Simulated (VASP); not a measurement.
# AlCo (rocksalt type) (Fm-3m) in VASP: further runs

AlCo (rocksalt type) is run at these levels: PBE; tasks: single point.

Everything below comes from runs of VASP 6.6.1. Logs are shortened: lines on timing, memory, paths and dates and some standing lists are left out, and cuts for length are marked.

## 1. The cell of the first run

Symmetry: Fm-3m, No. 225, cubic system. Conventional cell: a = 4.789 Å, b = 4.789 Å, c = 4.789 Å, α = 90.00°, β = 90.00°, γ = 90.00°. Within 3.2 Å of Co (site symmetry m-3m) lie 6 Al at 2.39 Å. Within 3.2 Å of Al (site symmetry m-3m) lie 6 Co at 2.39 Å.

## 2. Single point, PBE

POSCAR

```
AlCo
1.0
    0.0000000000      2.3943587315      2.3943587315
    2.3943587315      0.0000000000      2.3943587315
    2.3943587315      2.3943587315      0.0000000000
Co Al
1 1
Direct
    0.0000000000      0.0000000000      0.0000000000
    0.5000000000      0.5000000000      0.5000000000
```

INCAR.step1

```
  PREC = Accurate
  ENCUT = 520
  EDIFF = 1E-7
  ISMEAR = -1
  SIGMA = 0.05
  LREAL = False
  LASPH = True
  NELM = 100
  ALGO = Normal
  ISIF = 2
  LWAVE = False
  LCHARG = True
  LMAXMIX = 4
  GGA = PE
  NBANDS = 13
```

KPOINTS.step1

```
regular mesh
0
Gamma
  15 15 15
```

INCAR.step2

```
  PREC = Accurate
  ENCUT = 520
  EDIFF = 1E-7
  ISMEAR = -5
  SIGMA = 0.05
  LREAL = False
  LASPH = True
  NELM = 100
  ALGO = Normal
  ISIF = 2
  LWAVE = False
  LCHARG = False
  LMAXMIX = 4
  GGA = PE
  LORBIT = 11
  NEDOS = 1001
  ICHARG = 11
```

KPOINTS.step2

```
regular mesh
0
Gamma
  23 23 23
```

Potentials or basis: VASP PAW PBE potentials, release 64 (Co, Al).

Started as:

```
$ cat potpaw_PBE.64/Co/POTCAR potpaw_PBE.64/Al/POTCAR > POTCAR
$ cp INCAR.step1 INCAR
$ cp KPOINTS.step1 KPOINTS
$ mpirun -np 1 vasp_std > vasp.out
$ cp INCAR.step2 INCAR
$ cp KPOINTS.step2 KPOINTS
$ mpirun -np 1 vasp_std > vasp.out
```

OUTCAR:

```text
PREC = Accurate
   ENCUT = 520
   EDIFF = 1E-7
   ISMEAR = -5
   LREAL = False
   LASPH = True
   NELM = 100
   ISIF = 2
   GGA = PE
   LORBIT = 11
   ICHARG = 11

 ion  position               nearest neighbor table
   1  0.000  0.000  0.000-   2 2.39   2 2.39   2 2.39   2 2.39   2 2.39   2 2.39
   2  0.500  0.500  0.500-   1 2.39   1 2.39   1 2.39   1 2.39   1 2.39   1 2.39

  LATTYP: Found a face centered cubic cell.
 ALAT       =     4.7887174630

  Lattice vectors:

 A1 = (   0.0000000000,   2.3943587315,   2.3943587315)
 A2 = (   2.3943587315,   0.0000000000,   2.3943587315)
 A3 = (   2.3943587315,   2.3943587315,   0.0000000000)

Analysis of symmetry for initial positions (statically):
=====================================================================
 Subroutine PRICEL returns:
 Original cell was already a primitive cell.

 Routine SETGRP: Setting up the symmetry group for a
 face centered cubic supercell.

 Subroutine GETGRP returns: Found 48 space group operations
 (whereof 48 operations were pure point group operations)
 out of a pool of 48 trial point group operations.

The static configuration has the point symmetry O_h .

Analysis of symmetry for dynamics (positions and initial velocities):
=====================================================================
 Subroutine PRICEL returns:
 Original cell was already a primitive cell.

 Routine SETGRP: Setting up the symmetry group for a
 face centered cubic supercell.

 Subroutine GETGRP returns: Found 48 space group operations
 (whereof 48 operations were pure point group operations)
 out of a pool of 48 trial point group operations.

The dynamic configuration has the point symmetry O_h .

 Subroutine INISYM returns: Found 48 space group operations
 (whereof 48 operations are pure point group operations),
 and found     1 'primitive' translations

----------------------------------------------------------------------------------------

                                     Primitive cell

  volume of cell :      27.4535

  direct lattice vectors                    reciprocal lattice vectors
     0.000000000  2.394358732  2.394358732    -0.208824181  0.208824181  0.208824181
     2.394358732  0.000000000  2.394358732     0.208824181 -0.208824181  0.208824181
     2.394358732  2.394358732  0.000000000     0.208824181  0.208824181 -0.208824181
[... 98 lines left out ...]
   NUPDOWN=      -1.0000    fix difference up-down
   EMIN   =  10.00;   EMAX   =-10.00  energy-range for DOS
   EFERMI =   0.00;   METHOD = LEGACY
   ISMEAR =    -5;   SIGMA  =   0.05  broadening in eV -4-tet -1-fermi 0-gaus
   EFERMI_NEDOS =   21; number of points for ismear=-14 and -15
   IALGO  =     38    algorithm
   IMIX   =      4    mixing-type and parameters
     AMIX     =   0.40;   BMIX     =  1.00
     AMIX_MAG =   1.60;   BMIX_MAG =  1.00
  volume/ion in A,a.u.               =      13.73        92.63
  Fermi-wavevector in a.u.,A,eV,Ry     =   1.242423  2.347838 21.002144  1.543614
  Thomas-Fermi vector in A             =   2.376778
   LORBIT       =     11    0 simple, 1 ext, 2 COOP (PROOUT), +10 PAW based schemes
   GGA     = PE    functional components
   LHFCALC =     F    Hartree Fock is set to
   AEXX    =    0.0000 exact exchange contribution
   IVDW    =     0    specifies the selected vdW correction
   LEPSILON=     F    determine dielectric tensor
   LRPA    =     F    only Hartree local field effects (RPA)
 non-spin polarized calculation
 Fermi weights with tetrahedron method with Bloechl corrections
  energy-cutoff  :      520.00
  volume of cell :       27.45
 maximum number of plane-waves:       754
 NGX is ok and might be reduce to    28

 number of electron      12.0000004 magnetization

 Free energy of the ion-electron system (eV)
  ---------------------------------------------------
  ext. energy  EPLUGINS =         0.00000000
  ---------------------------------------------------
  free energy    TOTEN  =       -10.33262834 eV

  energy without entropy =      -10.33262834  energy(sigma->0) =      -10.33262834

 E-fermi :   8.3303     XC(G=0): -11.3768

 val. band max:        8.3267966049   @ k =  -0.3478   0.4348   0.1304
 cond. band min:       8.2734455547   @ k =  -0.3913   0.3478   0.0870
 fundamental gap:     -0.0533510502
 Fermi energy:         8.3303242032

 k-point     1 :       0.0000    0.0000    0.0000
  band No.  band energies     occupation
      1      -1.4522      2.00000
      2       6.8937      2.00000
      3       6.8937      2.00000
      4       6.8937      2.00000
      5       7.0362      2.00000
      6       7.0362      2.00000
      7      15.5792      0.00000
      8      15.5792      0.00000
      9      15.5792      0.00000
     10      19.4782      0.00000
[... 287 lines left out ...]
 k-point    24 :      -0.4783    0.0435    0.0000
  band No.  band energies     occupation
      1       3.0570      2.00000
      2       3.2879      2.00000
      3       6.3763      2.00000
      4       6.4016      2.00000
      5       7.7663      2.00000
      6       7.7790      2.00000
      7       8.4646      0.00000
      8      15.0549      0.00000
      9      15.3020      0.00000
     10      16.6771      0.00000

 [... further k-points ...]

------------------------ aborting loop because EDIFF is reached ----------------------------------------

  FORCE on cell =-STRESS in cart. coord.  units (eV):
  Direction    XX          YY          ZZ          XY          YZ          ZX
  --------------------------------------------------------------------------------------
  -------------------------------------------------------------------------------------
  Total       -0.0801577     -0.0801577     -0.0801577     -0.0000000     -0.0000000      0.0000000
  in kB       -4.6779770     -4.6779770     -4.6779770     -0.0000000     -0.0000000      0.0000000
  external PRESSURE =      -4.6779770 kB  Pullay stress =       0.0000000 kB

 VOLUME and BASIS-vectors are now :
 -----------------------------------------------------------------------------
  energy-cutoff  :      520.00
  volume of cell :       27.45
      direct lattice vectors                 reciprocal lattice vectors
     0.000000000  2.394358732  2.394358732    -0.208824181  0.208824181  0.208824181
     2.394358732  0.000000000  2.394358732     0.208824181 -0.208824181  0.208824181
     2.394358732  2.394358732  0.000000000     0.208824181  0.208824181 -0.208824181

 POSITION                                       TOTAL-FORCE (eV/Angst)
 -----------------------------------------------------------------------------------
      0.00000      0.00000      0.00000         0.000000      0.000000      0.000000
      2.39436      2.39436      2.39436        -0.000000      0.000000     -0.000000
 -----------------------------------------------------------------------------------
    total drift:                               -0.000000      0.000000      0.000000

  FREE ENERGIE OF THE ION-ELECTRON SYSTEM (eV)
  ---------------------------------------------------
  free  energy   TOTEN  =       -10.3326283412 eV

  energy  without entropy=      -10.3326283412  energy(sigma->0) =      -10.33262834

 total charge

# of ion       s       p       d       tot
------------------------------------------
    1        0.404   0.348   7.608   8.360
    2        0.455   0.381   0.000   0.836
--------------------------------------------------
tot          0.859   0.729   7.608   9.196
```

OUTCAR.step1:

```text
PREC = Accurate
   ENCUT = 520
   EDIFF = 1E-7
   ISMEAR = -1
   LREAL = False
[... 606 lines left out ...]
      0.00000      0.00000      0.00000        -0.000000     -0.000000     -0.000000
      2.39436      2.39436      2.39436         0.000000      0.000000      0.000000
 -----------------------------------------------------------------------------------
    total drift:                               -0.000000      0.000000      0.000000

  FREE ENERGIE OF THE ION-ELECTRON SYSTEM (eV)
  ---------------------------------------------------
  free  energy   TOTEN  =       -10.3378636724 eV

  energy  without entropy=      -10.3254046052  energy(sigma->0) =      -10.33163414
```

OSZICAR.step1:

```text
N       E                     dE             d eps       ncg     rms          rms(c)
DAV:   1     0.388654570875E+02    0.38865E+02   -0.51320E+03  3120   0.941E+02
DAV:   2    -0.950089879082E+01   -0.48366E+02   -0.44770E+02  3305   0.167E+02
DAV:   3    -0.111424492268E+02   -0.16416E+01   -0.16111E+01  3933   0.362E+01
DAV:   4    -0.111694403189E+02   -0.26991E-01   -0.26982E-01  3805   0.414E+00
DAV:   5    -0.111702939957E+02   -0.85368E-03   -0.85366E-03  4005   0.771E-01    0.916E+00
DAV:   6    -0.135355586604E+02   -0.23653E+01   -0.39436E+01  3710   0.751E+01    0.144E+01
DAV:   7    -0.103403062965E+02    0.31953E+01   -0.17356E+01  3750   0.507E+01    0.999E-01
DAV:   8    -0.103427504735E+02   -0.24442E-02   -0.13820E-01  3775   0.290E+00    0.748E-01
DAV:   9    -0.103380092279E+02    0.47412E-02   -0.17144E-02  4143   0.137E+00    0.142E-01
DAV:  10    -0.103378651259E+02    0.14410E-03   -0.71839E-04  4584   0.298E-01    0.517E-02
DAV:  11    -0.103378636341E+02    0.14918E-05   -0.20655E-05  4601   0.386E-02    0.445E-03
DAV:  12    -0.103378636724E+02   -0.38257E-07   -0.19422E-07  3756   0.342E-03
   1 F= -.10337864E+02 E0= -.10331634E+02  d E =-.124591E-01
```

Run time: 3.7 min. Hardware: 1 thread of AMD EPYC 7R13, shared host; peak memory 0.22 GiB.

What came out:

```yaml
Valence_electrons_inside_the_program's_atomic_spheres: Co 8.36; Al 0.84
```

Levels at points of the mesh, in eV from the Fermi level:
```
           k point  band 3  band 4  band 5  band 6  band 7  band 8  band 9  band 10
(0.00, 0.00, 0.00)   -1.44   -1.44   -1.29   -1.29    7.25    7.25    7.25    11.15
```

Caveat: the run has no spin polarisation, though such a crystal can be magnetic; tetrahedron occupations give inexact forces and stress in metals. Spin polarisation is off, so any magnetic state and its effect on volume and gap are missing.

## 3. Single point, PBE (7.55 Å³/atom)

This run uses another cell than the first one, of 7.55 Å³/atom.

POSCAR

```
AlCo
1.0
    0.0000000000      1.9617490382      1.9617490382
    1.9617490382      0.0000000000      1.9617490382
    1.9617490382      1.9617490382      0.0000000000
Co Al
1 1
Direct
    0.0000000000      0.0000000000      0.0000000000
    0.5000000000      0.5000000000      0.5000000000
```

INCAR.step1

```
SYSTEM = AlCo
ALGO     = Normal         ! electronic algorithm
EDIFF    = 1E-7           ! SCF threshold, eV
ENCUT    = 520            ! plane-wave cutoff, eV
GGA      = PE             ! functional
ISIF     = 2              ! what is computed and relaxed
ISMEAR   = -1             ! smearing method
LASPH    = .TRUE.         ! aspherical terms in the spheres
LCHARG   = .TRUE.         ! write CHGCAR
LMAXMIX  = 4              ! l up to which the mixer works
LREAL    = .FALSE.        ! projectors in reciprocal space
LWAVE    = .FALSE.        ! write WAVECAR
NBANDS   = 13             ! bands
NELM     = 60             ! most SCF steps
PREC     = Accurate       ! precision mode
SIGMA    = 0.05           ! smearing width, eV
```

KPOINTS.step1

```
k-points
0
G
  15 15 15
  0 0 0
```

INCAR.step2

```
SYSTEM = AlCo
ALGO     = Normal         ! electronic algorithm
EDIFF    = 1E-7           ! SCF threshold, eV
ENCUT    = 520            ! plane-wave cutoff, eV
GGA      = PE             ! functional
ICHARG   = 11             ! starting density
ISIF     = 2              ! what is computed and relaxed
ISMEAR   = -5             ! smearing method
LASPH    = .TRUE.         ! aspherical terms in the spheres
LCHARG   = .FALSE.        ! write CHGCAR
LMAXMIX  = 4              ! l up to which the mixer works
LORBIT   = 10             ! projections on sites
LREAL    = .FALSE.        ! projectors in reciprocal space
LWAVE    = .FALSE.        ! write WAVECAR
NEDOS    = 2001           ! points of the DOS
NELM     = 60             ! most SCF steps
PREC     = Accurate       ! precision mode
SIGMA    = 0.05           ! smearing width, eV
```

KPOINTS.step2

```
k-points
0
G
  23 23 23
  0 0 0
```

Potentials or basis: VASP PAW PBE potentials, release 64 (Co, Al).

Started as:

```
$ cat potpaw_PBE.64/Co/POTCAR potpaw_PBE.64/Al/POTCAR > POTCAR
$ cp INCAR.step1 INCAR
$ cp KPOINTS.step1 KPOINTS
$ mpirun -np 1 vasp_std > vasp.out
$ cp INCAR.step2 INCAR
$ cp KPOINTS.step2 KPOINTS
$ mpirun -np 1 vasp_std > vasp.out
```

Wall time 73 s (1 thread of Intel Xeon 8259CL, shared host); peak memory 0.19 GiB.

The run converged. Its results:

```yaml
Valence_electrons_inside_the_program's_atomic_spheres: Co 9.81; Al 1.30
```

Levels at points of the mesh, in eV from the Fermi level:
| k point | band 3 | band 4 | band 5 | band 6 | band 7 | band 8 | band 9 | band 10 |
| --- | --- | --- | --- | --- | --- | --- | --- | --- |
| (0.00, 0.00, 0.00) | -4.26 | -4.26 | -3.60 | -3.60 | 12.31 | 12.51 | 12.51 | 12.51 |

Caveat: the run has no spin polarisation, though such a crystal can be magnetic; tetrahedron occupations give inexact forces and stress in metals. Spin polarisation is off, so any magnetic state and its effect on volume and gap are missing.

[end of part 1 of 2]
